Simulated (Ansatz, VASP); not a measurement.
# Two plane-wave programs on As

```
As
1.0
    -1.50063    1.50063    2.28298
     1.50063   -1.50063    2.28298
     1.50063    1.50063   -2.28298
As
1
Direct
  0.00000 0.00000 0.00000
```

Alike in both runs: task relaxation of cell and atoms; functional PBE; k mesh 8 × 8 × 8; occupations gaussian, width 0.1 eV; no spin polarisation.

|  | VASP | Ansatz |
| --- | --- | --- |
| version | VASP 6.6.1 | Ansatz 0.2.0 |
| potentials or method | VASP PAW PBE potentials, release 64 (As), cutoff 600 eV | scalar-relativistic, plane waves, PAW |
| valence electrons in the cell | 5 | 15 |

VASP gave:

```
gap on the k mesh at the Fermi level, each at its own relaxed structure (eV) : none
relaxed volume (Å³/atom)                                                     : 19.82
relaxed cell length with the largest relative difference (Å)                 : 3.276
```

Problem. Which values does Ansatz return?

Solution. gap on the k mesh at the Fermi level, each at its own relaxed structure (eV): none; relaxed volume (Å³/atom): 19.80; relaxed cell length with the largest relative difference (Å): 3.277.

A gap of «none» marks a metal or a gap that the smearing closes. VASP's potentials hold 5 valence electrons a cell and Ansatz's 15, so a difference there can come from the potentials and not from the codes.

The k mesh is coarse, so the values compare programs but aren't converged.
